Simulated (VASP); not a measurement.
Set up this calculation in VASP 6.6.1, as the native input.

```
Task                   : single point
Functional             : PBE
Dispersion             : D3(BJ)
Potentials or basis    : VASP PAW PBE potentials, release 64 (Ca_sv, Li_sv)
Cutoff                 : 520 eV
k mesh                 : 2 × 2 × 1
Occupations            : gaussian, width 0.15 eV
Spin                   : no spin polarisation
Dipole correction      : no
Further INCAR settings : LREAL = Auto; ALGO = Normal; EDIFF = 1e-07; NBANDS = 96
```

The structure of LiCa16 lies in POSCAR:

```
LiCa16
1.0
   11.1600000000      0.0000000000      0.0000000000
    0.0000000000      7.8913120000      0.0000000000
    0.0000000000      0.0000000000     16.9184840000
Ca Li
16 1
Direct
    0.2500000000      0.2500000000      0.0591070098
    0.7500000000      0.2500000000      0.0591070098
    0.2500000000      0.7500000000      0.0591070098
    0.7500000000      0.7500000000      0.0591070098
    0.0012230287      0.0025730829      0.1700806644
    0.4986784946      0.0025775182      0.1701849291
    0.0011639785      0.5009813324      0.1698693571
    0.4986824373      0.5010422855      0.1699431817
    0.2500808244      0.2548535655      0.2813278069
    0.7499536738      0.2547406566      0.2802869926
    0.2499618280      0.7547945133      0.2800422307
    0.7499796595      0.7545040673      0.2769525922
   -0.0064293011      0.0022272595      0.3917889452
    0.5066426523      0.0022095185      0.3920171571
   -0.0062499104      0.5103721663      0.3917068456
    0.5060865591      0.5101661169      0.3919047357
    0.7501608423      0.7573784942      0.4680276909
```

The input as run:

INCAR

```
SYSTEM = LiCa16
  ALGO = Normal
  EDIFF = 1E-7
  ENCUT = 520
  GGA = PE
  ISIF = 2
  ISMEAR = 0
  IVDW = 12
  LASPH = .TRUE.
  LCHARG = .TRUE.
  LELF = .TRUE.
  LREAL = Auto
  LVHAR = .TRUE.
  LWAVE = .FALSE.
  NBANDS = 96
  NELM = 100
  PREC = Accurate
  SIGMA = 0.15
```

KPOINTS

```
k-points
0
G
  2 2 1
  0 0 0
```

Potentials or basis: VASP PAW PBE potentials, release 64 (Ca_sv, Li_sv).

Run with:

```console
$ cat potpaw_PBE.64/Ca_sv/POTCAR potpaw_PBE.64/Li_sv/POTCAR > POTCAR
$ mpirun -np 1 vasp_std > vasp.out
```

It gave:

The largest force is 0.025 eV/Å. The dispersion energy per atom is -0.153 eV.

Caveat: the k points lie up to 0.40 Å⁻¹ apart.

Run time: 30 min on 1 thread of Intel(R) Xeon(R) 6975P-C (Granite Rapids), on a shared host, peak memory 1.3 GiB.
